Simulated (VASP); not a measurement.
A run of VASP 6.6.1 is set up as follows.

File INCAR:

```
ALGO = Normal ; EDIFF = 1E-6
ENCUT = 520 ; GGA = PE
ISIF = 2 ; ISMEAR = 0
LASPH = T ; LCHARG = F
LREAL = F ; LWAVE = F
NBANDS = 24 ; NELM = 100
PREC = Accurate ; SIGMA = 0.05
```

KPOINTS

```
k-points
0
Gamma
  6 6 6
```

POSCAR

```
KMgF3
1.0
    4.0403577290      0.4857908120      0.4857908120
    0.4857908120      4.0403577290      0.4857908120
    0.4857908120      0.4857908120      4.0403577290
K Mg F
1 1 3
Direct
    0.5000000000      0.5000000000      0.5000000000
    0.0000000000      0.0000000000      0.0000000000
    0.5000000000      0.0000000000      0.0000000000
    0.0000000000      0.5000000000      0.0000000000
    0.0000000000      0.0000000000      0.5000000000
```

Potentials or basis: VASP PAW PBE potentials, release 64 (K_sv, Mg, F).

Launch:

```console
$ cat potpaw_PBE.64/K_sv/POTCAR potpaw_PBE.64/Mg/POTCAR potpaw_PBE.64/F/POTCAR > POTCAR
$ mpirun -np 1 vasp_std > vasp.out
```

Q: What does it give for the pressure?

A: 7.3 GPa.

Q: What does it give for the band gap on the k mesh?

A: 5.50 eV, indirect (least direct gap 5.54 eV).

Stress tensor (GPa, compression positive):
```
  7.29 -12.19 -12.19
-12.19   7.29 -12.19
-12.19 -12.19   7.29
```

 A k mesh can miss the band edges.
